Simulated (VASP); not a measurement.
# Sr2Cd2SiGeS8 (Pm) in VASP: a series of runs

Runs on Sr2Cd2SiGeS8. Level: PBE. Tasks: relaxation of the atoms, single point.

Program: VASP 6.6.1. These are calculated values, not measurements. Logs are shortened: lines on timing, memory, paths and dates and some standing lists are left out, and cuts for length are marked.

**1. The cell of the first run**

The structure is monoclinic, space group Pm (No. 6). Conventional cell: a = 5.994 Å, b = 10.282 Å, c = 5.994 Å, α = 90.00°, β = 115.80°, γ = 90.00°. Within 4.0 Å of Sr (site symmetry 1) lie 8 S at 3.01 to 3.16 Å and 1 Si at 3.85 Å and 1 Ge at 3.85 Å. Cd (site symmetry m) has 5 S at 2.47 to 3.38 Å and 1 Si at 3.11 Å within 3.4 Å. Cd (site symmetry m) has 5 S at 2.47 to 3.38 Å and 1 Ge at 3.11 Å within 3.4 Å. Si (site symmetry m) has 4 S at 2.12 to 2.16 Å within 2.8 Å. Within 2.8 Å of Ge (site symmetry m) lie 4 S at 2.12 to 2.16 Å. S (site symmetry 1) has 1 Ge at 2.15 Å and 1 Cd at 2.60 Å within 2.8 Å. S (site symmetry 1) has 1 Si at 2.15 Å and 1 Cd at 2.60 Å within 2.8 Å. Within 3.1 Å of S (site symmetry m) lie 1 Si at 2.16 Å and 1 Cd at 2.47 Å and 2 Sr at 3.01 Å.

**2. Relaxation of the atoms, PBE**

INCAR

```
SYSTEM = Sr2Cd2SiGeS8
PREC = Accurate ; ENCUT = 520
EDIFF = 1E-6 ; ISMEAR = -1
SIGMA = 0.02 ; LREAL = .FALSE.
LASPH = .TRUE. ; NELM = 100
ALGO = Normal ; ISIF = 2
LWAVE = .FALSE. ; LCHARG = .FALSE.
GGA = PE ; IBRION = 2
NSW = 80 ; EDIFFG = -0.02
KPAR = 4
```

KPOINTS

```
regular mesh
0
G
  3 5 5
  0 0 0
```

POSCAR

```
Sr2Cd2SiGeS8
1.0
   10.2821000000      0.0000000000      0.0000000000
    0.0000000000      5.0775500000      3.1849500000
    0.0000000000     -5.0775500000      3.1849500000
Sr Cd Si Ge S
2 2 1 1 8
Direct
    0.0000000000      0.0018057550      0.0018057550
    0.5000000000      0.0018057550      0.0018057550
    0.7500000000      0.2740236527      0.6088187190
    0.2500000000      0.6088187190      0.2740236527
    0.7500000000      0.7065911703      0.2712236976
    0.2500000000      0.2712236976      0.7065911703
    0.4180532017      0.4642874547      0.9132238232
    0.5819467983      0.9132238232      0.4642874547
    0.0819467983      0.4642874547      0.9132238232
    0.9180532017      0.9132238232      0.4642874547
    0.7500000000      0.7130085423      0.9136826943
    0.2500000000      0.9136826943      0.7130085423
    0.7500000000      0.3255530290      0.1928044289
    0.2500000000      0.1928044289      0.3255530290
```

Potentials or basis: VASP PAW PBE potentials, release 64 (Sr_sv, Cd, Si, Ge_d, S).

The run is started by

```bash
cat potpaw_PBE.64/Sr_sv/POTCAR potpaw_PBE.64/Cd/POTCAR potpaw_PBE.64/Si/POTCAR potpaw_PBE.64/Ge_d/POTCAR potpaw_PBE.64/S/POTCAR > POTCAR
mpirun -np 4 vasp_std > vasp.out
```

OUTCAR:

```text
SYSTEM = Sr2Cd2SiGeS8
   PREC = Accurate
   ENCUT = 520
   EDIFF = 1E-6
   ISMEAR = -1
   LREAL = .FALSE.
   LASPH = .TRUE.
   NELM = 100
   ISIF = 2
   GGA = PE
   IBRION = 2
   NSW = 80
   EDIFFG = -0.02

 ion  position               nearest neighbor table
   1  0.000  0.002  0.002-  11 3.01  12 3.01  13 3.12  14 3.12  10 3.14   9 3.14   9 3.16  10 3.16
                             5 3.85   6 3.85   4 4.16   3 4.16   3 4.26   4 4.26
   2  0.500  0.002  0.002-  11 3.01  12 3.01  13 3.12  14 3.12   8 3.14   7 3.14   7 3.16   8 3.16
                             5 3.85   6 3.85   4 4.16   3 4.16   3 4.26   4 4.26
   3  0.750  0.274  0.609-  11 2.47  10 2.60   8 2.60  13 2.64   5 3.11   2 4.16   1 4.16   2 4.26
                             1 4.26
   4  0.250  0.609  0.274-  12 2.47   9 2.60   7 2.60  14 2.64   6 3.11   1 4.16   2 4.16   2 4.26
                             1 4.26
   5  0.750  0.707  0.271-  13 2.12  10 2.15   8 2.15  11 2.16   3 3.11   1 3.85   2 3.85
   6  0.250  0.271  0.707-  14 2.12   9 2.15   7 2.15  12 2.16   4 3.11   1 3.85   2 3.85
   7  0.418  0.464  0.913-   6 2.15   4 2.60   2 3.14   2 3.16
   8  0.582  0.913  0.464-   5 2.15   3 2.60   2 3.14   2 3.16
   9  0.082  0.464  0.913-   6 2.15   4 2.60   1 3.14   1 3.16
  10  0.918  0.913  0.464-   5 2.15   3 2.60   1 3.14   1 3.16
  11  0.750  0.713  0.914-   5 2.16   3 2.47   1 3.01   2 3.01
  12  0.250  0.914  0.713-   6 2.16   4 2.47   1 3.01   2 3.01
  13  0.750  0.326  0.193-   5 2.12   3 2.64   1 3.12   2 3.12
  14  0.250  0.193  0.326-   6 2.12   4 2.64   1 3.12   2 3.12

  LATTYP: Found a base centered orthorhombic cell.
 ALAT       =     6.3699000000
 B/A-ratio  =     1.5942322485
 C/A-ratio  =     1.6141697672

  Lattice vectors:

 A1 = (   0.0000000000,   5.0775500000,   3.1849500000)
 A2 = (   0.0000000000,  -5.0775500000,   3.1849500000)
 A3 = (  10.2821000000,   0.0000000000,   0.0000000000)

Analysis of symmetry for initial positions (statically):
=====================================================================
 Subroutine PRICEL returns:
 Original cell was already a primitive cell.

 Routine SETGRP: Setting up the symmetry group for a
 base centered orthorhombic supercell.

 Subroutine GETGRP returns: Found  2 space group operations
 (whereof  1 operations were pure point group operations)
 out of a pool of  8 trial point group operations.

The static configuration has the point symmetry C_1 .
 The point group associated with its full space group is C_1h.

Analysis of symmetry for dynamics (positions and initial velocities):
=====================================================================
 Subroutine PRICEL returns:
 Original cell was already a primitive cell.

 Routine SETGRP: Setting up the symmetry group for a
 base centered orthorhombic supercell.

 Subroutine GETGRP returns: Found  2 space group operations
 (whereof  1 operations were pure point group operations)
 out of a pool of  8 trial point group operations.

The dynamic configuration has the point symmetry C_1 .
 The point group associated with its full space group is C_1h.

 Subroutine INISYM returns: Found  2 space group operations
 (whereof  1 operations are pure point group operations),
 and found     1 'primitive' translations

----------------------------------------------------------------------------------------

                                     Primitive cell

  volume of cell :     332.5590

  direct lattice vectors                    reciprocal lattice vectors
    10.282100000  0.000000000  0.000000000     0.097256397  0.000000000  0.000000000
     0.000000000  5.077550000  3.184950000     0.000000000  0.098472689  0.156988336
     0.000000000 -5.077550000  3.184950000     0.000000000 -0.098472689  0.156988336

  length of vectors
    10.282100000  5.993781820  5.993781820     0.097256397  0.185316508  0.185316508

  position of ions in fractional coordinates (direct lattice)
     0.000000000  0.001805755  0.001805755
     0.500000000  0.001805755  0.001805755
     0.750000000  0.274023653  0.608818719
     0.250000000  0.608818719  0.274023653
     0.750000000  0.706591170  0.271223698
     0.250000000  0.271223698  0.706591170
     0.418053202  0.464287455  0.913223823
     0.581946798  0.913223823  0.464287455
     0.081946798  0.464287455  0.913223823
     0.918053202  0.913223823  0.464287455
     0.750000000  0.713008542  0.913682694
     0.250000000  0.913682694  0.713008542
     0.750000000  0.325553029  0.192804429
     0.250000000  0.192804429  0.325553029

  ion indices of the primitive-cell ions
   primitive index   ion index
                 1           1
                 2           2
                 3           3
                 4           4
                 5           5
                 6           6
                 7           7
                 8           8
                 9           9
                10          10
                11          11
                12          12
                13          13
                14          14

----------------------------------------------------------------------------------------

 KPOINTS: regular mesh

Automatic generation of k-mesh.
 Grid dimensions read from file:
 generate k-points for:    3    5    5

 Generating k-lattice:

  Cartesian coordinates                     Fractional coordinates (reciprocal lattice)
     0.032418799  0.000000000  0.000000000     0.333333333  0.000000000  0.000000000
     0.000000000  0.019694538  0.031397667     0.000000000  0.200000000  0.000000000
     0.000000000 -0.019694538  0.031397667     0.000000000  0.000000000  0.200000000

  Length of vectors
     0.032418799  0.037063302  0.037063302

  Shift w.r.t. Gamma in fractional coordinates (k-lattice)
     0.000000000  0.000000000  0.000000000

 Subroutine IBZKPT returns following result:
 ===========================================

 Found     26 irreducible k-points:

 Following reciprocal coordinates:
            Coordinates               Weight
  0.000000  0.000000  0.000000      1.000000
  0.333333  0.000000  0.000000      2.000000
  0.000000  0.200000  0.000000      2.000000
  0.000000  0.000000  0.200000      2.000000
  0.333333  0.200000  0.000000      4.000000
 -0.333333  0.000000  0.200000      4.000000
[... 16 lines left out ...]
  0.000000  0.400000  0.400000      2.000000
  0.333333  0.400000  0.400000      4.000000
 [... further k-points ...]
   k-points           NKPTS =     26   k-points in BZ     NKDIM =     26   number of bands    NBANDS=     66
   number of dos      NEDOS =    301   number of ions     NIONS =     14
   total plane-waves  NPLWV = 184320
   dimension x,y,z NGX =    80 NGY =   48 NGZ =   48
   dimension x,y,z NGXF=   160 NGYF=   96 NGZF=   96
   ions per type =               2   2   1   1   8
   NGX,Y,Z   is equivalent  to a cutoff of  12.93, 13.31, 13.31 a.u.
   NGXF,Y,Z  is equivalent  to a cutoff of  25.87, 26.63, 26.63 a.u.
 SYSTEM =  Sr2Cd2SiGeS8
   PREC   = accura    normal or accurate (medium, high low for compatibility)
   ISTART =      0    job   : 0-new  1-cont  2-samecut
   ICHARG =      2    charge: 1-file 2-atom 10-const
   ISPIN  =      1    spin polarized calculation?
   LNONCOLLINEAR =      F non collinear calculations
   LSORBIT =      F    spin-orbit coupling
   LASPH  =      T    aspherical Exc in radial PAW
   ENCUT  =  520.0 eV  38.22 Ry    6.18 a.u.  19.12 11.14 11.14*2*pi/ulx,y,z
   NELM   =    100;   NELMIN=  2; NELMDL= -5     # of ELM steps
   EDIFF  = 0.1E-05   stopping-criterion for ELM
   LREAL  =      F    real-space projection
   EDIFFG = -.2E-01   stopping-criterion for IOM
   NSW    =     80    number of steps for IOM
   IBRION =      2    ionic relax: 0-MD 1-quasi-New 2-CG
   NFREE  =      1    steps in history (QN), initial steepest desc. (CG)
   ISIF   =      2    stress and relaxation
   ISYM   =      2    0-nonsym 1-usesym 2-fastsym
   POTIM  = 0.5000    time-step for ionic-motion
   TEBEG  =    0.0;   TEEND  =   0.0 temperature during run
   PSTRESS=    0.0 pullay stress
   NELECT =     110.0000    total number of electrons
   NUPDOWN=      -1.0000    fix difference up-down
   EMIN   =  10.00;   EMAX   =-10.00  energy-range for DOS
   EFERMI =   0.00;   METHOD = LEGACY
   ISMEAR =    -1;   SIGMA  =   0.02  broadening in eV -4-tet -1-fermi 0-gaus
   EFERMI_NEDOS =   21; number of points for ismear=-14 and -15
   IALGO  =     38    algorithm
   IMIX   =      4    mixing-type and parameters
     AMIX     =   0.40;   BMIX     =  1.00
     AMIX_MAG =   1.60;   BMIX_MAG =  1.00
  volume/ion in A,a.u.               =      23.75       160.30
  Fermi-wavevector in a.u.,A,eV,Ry     =   1.132182  2.139513 17.440433  1.281836
  Thomas-Fermi vector in A             =   2.268882
   LORBIT       =      0    0 simple, 1 ext, 2 COOP (PROOUT), +10 PAW based schemes
   GGA     = PE    functional components
   LHFCALC =     F    Hartree Fock is set to
   AEXX    =    0.0000 exact exchange contribution
   IVDW    =     0    specifies the selected vdW correction
   LEPSILON=     F    determine dielectric tensor
   LRPA    =     F    only Hartree local field effects (RPA)
 conjugate gradient relaxation of ions
 non-spin polarized calculation
  energy-cutoff  :      520.00
  volume of cell :      332.56
 maximum number of plane-waves:      8974
 NGX is ok and might be reduce to    80
   NGX = 39   NGY = 23   NGZ = 23

--------------------------------------- Ionic step        1  -------------------------------------------

 number of electron     109.9999994 magnetization

 Free energy of the ion-electron system (eV)
  ---------------------------------------------------
  ext. energy  EPLUGINS =         0.00000000
  ---------------------------------------------------
  free energy    TOTEN  =       -62.11699903 eV

  energy without entropy =      -62.11699903  energy(sigma->0) =      -62.11699903

------------------------ aborting loop because EDIFF is reached ----------------------------------------

  FORCE on cell =-STRESS in cart. coord.  units (eV):
  Direction    XX          YY          ZZ          XY          YZ          ZX
  --------------------------------------------------------------------------------------
  -------------------------------------------------------------------------------------
  Total        7.3100197      7.2162363      8.6175862      0.0000000     -0.6290060      0.0000000
  in kB       35.2176589     34.7658365     41.5171535      0.0000000     -3.0303772      0.0000000
  external PRESSURE =      37.1668829 kB  Pullay stress =       0.0000000 kB
[... 125 lines left out ...]
  FREE ENERGIE OF THE ION-ELECTRON SYSTEM (eV)
  ---------------------------------------------------
  free  energy   TOTEN  =       -62.3530904576 eV

  energy  without entropy=      -62.3530904576  energy(sigma->0) =      -62.35309046

[... ionic steps 4 to 11 ...]

--------------------------------------- Ionic step       12  -------------------------------------------

 number of electron     109.9999997 magnetization

------------------------ aborting loop because EDIFF is reached ----------------------------------------

  FORCE on cell =-STRESS in cart. coord.  units (eV):
  Direction    XX          YY          ZZ          XY          YZ          ZX
  --------------------------------------------------------------------------------------
  -------------------------------------------------------------------------------------
  Total        4.3029152      4.2011299      5.1190331      0.0000000     -0.3829509      0.0000000
  in kB       20.7302586     20.2398852     24.6620899      0.0000000     -1.8449517      0.0000000
  external PRESSURE =      21.8774112 kB  Pullay stress =       0.0000000 kB
[... 81 lines left out ...]
  energy  without entropy=      -62.3631794416  energy(sigma->0) =      -62.36317944

--------------------------------------- Ionic step       14  -------------------------------------------

 number of electron     109.9999997 magnetization

 Free energy of the ion-electron system (eV)
  ---------------------------------------------------
  ext. energy  EPLUGINS =         0.00000000
  ---------------------------------------------------
  free energy    TOTEN  =       -62.36326909 eV

  energy without entropy =      -62.36326909  energy(sigma->0) =      -62.36326909

 E-fermi :   2.9212     XC(G=0):  -9.1735

 val. band max:        2.4042771413   @ k =   0.0000  -0.4000   0.4000
 cond. band min:       5.0755796556   @ k =   0.0000  -0.4000   0.4000
 fundamental gap:      2.6713025143
 Fermi energy:         2.9211558991

 k-point     1 :       0.0000    0.0000    0.0000
  band No.  band energies     occupation
      1     -31.3813      2.00000
      2     -31.3806      2.00000
      3     -21.8034      2.00000
      4     -21.7861      2.00000
      5     -21.7827      2.00000
      6     -21.7442      2.00000
[... 1645 lines left out ...]
     65       7.7066      0.00000
     66       7.7771      0.00000

 [... further k-points ...]

------------------------ aborting loop because EDIFF is reached ----------------------------------------

  FORCE on cell =-STRESS in cart. coord.  units (eV):
  Direction    XX          YY          ZZ          XY          YZ          ZX
  --------------------------------------------------------------------------------------
  -------------------------------------------------------------------------------------
  Total        4.2809959      4.1979673      5.1123270      0.0000000     -0.4156234      0.0000000
  in kB       20.6246576     20.2246487     24.6297817      0.0000000     -2.0023591      0.0000000
  external PRESSURE =      21.8263627 kB  Pullay stress =       0.0000000 kB
[... 29 lines left out ...]
  FREE ENERGIE OF THE ION-ELECTRON SYSTEM (eV)
  ---------------------------------------------------
  free  energy   TOTEN  =       -62.3632690915 eV

  energy  without entropy=      -62.3632690915  energy(sigma->0) =      -62.36326909

 reached required accuracy - stopping structural energy minimisation
```

Run time: 16 min. Hardware: 4 MPI ranks of Intel Xeon 6975P-C (Granite Rapids), shared host; peak memory 0.84 GiB.

What came out:

- Free energy: -62.3633 eV
- Energy gained by relaxing: 17.6 meV/atom
- Ionic steps: 14
- Pressure after relaxing: 2.2 GPa
- Largest force after relaxing: 0.017 eV/Å
- Band gap on the k mesh: 2.67 eV

Forces on the atoms (eV/Å):
```
Sr   0.000 -0.003  0.002
Sr   0.000 -0.003  0.002
Cd   0.000  0.000  0.009
Cd   0.000 -0.004 -0.003
Si   0.000  0.006  0.000
Ge   0.000  0.000  0.000
S    0.003 -0.003 -0.004
S    0.002  0.001  0.002
S   -0.003 -0.003 -0.004
S   -0.002  0.001  0.002
S    0.000 -0.003  0.005
S    0.000  0.010 -0.014
S    0.000  0.006  0.005
S    0.000 -0.004 -0.002
```

Step by step:
| step | energy change (eV) | largest force (eV/Å) | pressure (GPa) |
| --- | --- | --- | --- |
| 1 | 0.0000 | 1.5700 | 3.72 |
| 2 | -0.2313 | 0.3070 | 2.43 |
| 3 | -0.2361 | 0.1920 | 2.24 |
| 4 | -0.2414 | 0.1323 | 2.21 |
| 5 | -0.2433 | 0.1458 | 2.20 |
| 6 | -0.2452 | 0.0677 | 2.19 |
| 7 | -0.2453 | 0.0729 | 2.18 |
| 8 | -0.2458 | 0.0347 | 2.19 |
| 9 | -0.2458 | 0.0291 | 2.19 |
| 10 | -0.2460 | 0.0208 | 2.19 |
| 11 | -0.2461 | 0.0260 | 2.20 |
| 12 | -0.2462 | 0.0217 | 2.19 |
| 13 | -0.2462 | 0.0227 | 2.19 |
| 14 | -0.2463 | 0.0172 | 2.18 |

Final structure:
```cif
data_structure
_symmetry_space_group_name_H-M 'P 1'
_symmetry_Int_Tables_number 1
_cell_length_a 10.2821
_cell_length_b 5.9938
_cell_length_c 5.9938
_cell_angle_alpha 115.803
_cell_angle_beta 90.000
_cell_angle_gamma 90.000
_cell_volume 332.56
loop_
_atom_site_label
_atom_site_type_symbol
_atom_site_fract_x
_atom_site_fract_y
_atom_site_fract_z
_atom_site_occupancy
Sr1 Sr 0.99802 0.00296 0.00088 1
Sr2 Sr 0.50198 0.00296 0.00088 1
Cd1 Cd 0.75000 0.27503 0.60965 1
Cd2 Cd 0.25000 0.61175 0.27254 1
Si1 Si 0.75000 0.70785 0.27244 1
Ge1 Ge 0.25000 0.27062 0.70204 1
S1 S 0.42397 0.47096 0.92293 1
S2 S 0.58194 0.91376 0.46480 1
S3 S 0.07603 0.47096 0.92293 1
S4 S 0.91806 0.91376 0.46480 1
S5 S 0.75000 0.71407 0.91516 1
S6 S 0.25000 0.90058 0.71554 1
S7 S 0.75000 0.32754 0.19451 1
S8 S 0.25000 0.18154 0.30526 1
```

Levels at points of the mesh, in eV from the valence-band top:
```
           k point  band 51  band 52  band 53  band 54  band 55  band 56  band 57  band 58  band 59  band 60
(0.00, 0.00, 0.00)    -0.53    -0.33    -0.32    -0.26    -0.15     2.75     3.39     3.91     4.09     4.53
```

A k mesh can miss the band edges.

**3. Single point, PBE**

INCAR

```
PREC = Accurate
ENCUT = 520
EDIFF = 1E-6
ISMEAR = -1
SIGMA = 0.02
LREAL = False
LASPH = True
NELM = 100
ALGO = Normal
ISIF = 2
LWAVE = False
LCHARG = True
GGA = PE
LVHAR = True
NBANDS = 68
KPAR = 4
```

KPOINTS

```
regular mesh
0
Gamma
  3 5 5
```

POSCAR

```
Sr2Cd2SiGeS8
1.0
   10.2821000000      0.0000000000      0.0000000000
    0.0000000000      5.0775500000      3.1849500000
    0.0000000000     -5.0775500000      3.1849500000
Sr Cd Si Ge S
2 2 1 1 8
Direct
   -0.0019268374      0.0022806408      0.0003964046
    0.5019268374      0.0022806408      0.0003964046
    0.7500000000      0.2763475905      0.6102793559
    0.2500000000      0.6097687478      0.2721295406
    0.7500000000      0.7089040807      0.2727837780
    0.2500000000      0.2698321155      0.7016380940
    0.4239173727      0.4704969424      0.9236341809
    0.5820334033      0.9158642510      0.4653969451
    0.0760826273      0.4704969424      0.9236341809
    0.9179665967      0.9158642510      0.4653969451
    0.7500000000      0.7145534862      0.9149286777
    0.2500000000      0.8989716820      0.7141535521
    0.7500000000      0.3284264213      0.1953513265
    0.2500000000      0.1802522074      0.3042206138
```

Potentials or basis: VASP PAW PBE potentials, release 64 (Sr_sv, Cd, Si, Ge_d, S).

The run is started by

```bash
cat potpaw_PBE.64/Sr_sv/POTCAR potpaw_PBE.64/Cd/POTCAR potpaw_PBE.64/Si/POTCAR potpaw_PBE.64/Ge_d/POTCAR potpaw_PBE.64/S/POTCAR > POTCAR
mpirun -np 4 vasp_std > vasp.out
```

It took 2.6 min on 4 MPI ranks of Intel Xeon 6975P-C (Granite Rapids), shared host; peak memory 0.83 GiB.

The run converged. Its results:

| Item | Value |
| --- | --- |
| Free energy | -62.3627 eV |
| Pressure | 2.2 GPa |
| Largest force | 0.054 eV/Å |
| Band gap on the k mesh | 2.66 eV |

Forces on the atoms (eV/Å):
```
Sr   0.000  0.002  0.006
Sr   0.000  0.002  0.006
Cd   0.000 -0.004 -0.005
Cd   0.000  0.003  0.004
Si   0.000 -0.001 -0.002
Ge   0.000 -0.001 -0.014
S   -0.002  0.014 -0.034
S    0.006 -0.013 -0.033
S    0.002  0.014 -0.034
S   -0.006 -0.013 -0.033
S    0.000 -0.018  0.048
S    0.000  0.014  0.039
S    0.000  0.046  0.019
S    0.000 -0.043  0.033
```

Stress tensor (GPa, compression positive):
```
 2.06  0.00  0.00
 0.00  2.03 -0.19
 0.00 -0.19  2.45
```

Levels at points of the mesh, in eV from the valence-band top:
| k point | band 51 | band 52 | band 53 | band 54 | band 55 | band 56 | band 57 | band 58 | band 59 | band 60 |
| --- | --- | --- | --- | --- | --- | --- | --- | --- | --- | --- |
| (0.00, 0.00, 0.00) | -0.53 | -0.33 | -0.32 | -0.26 | -0.15 | 2.75 | 3.39 | 3.93 | 4.09 | 4.52 |
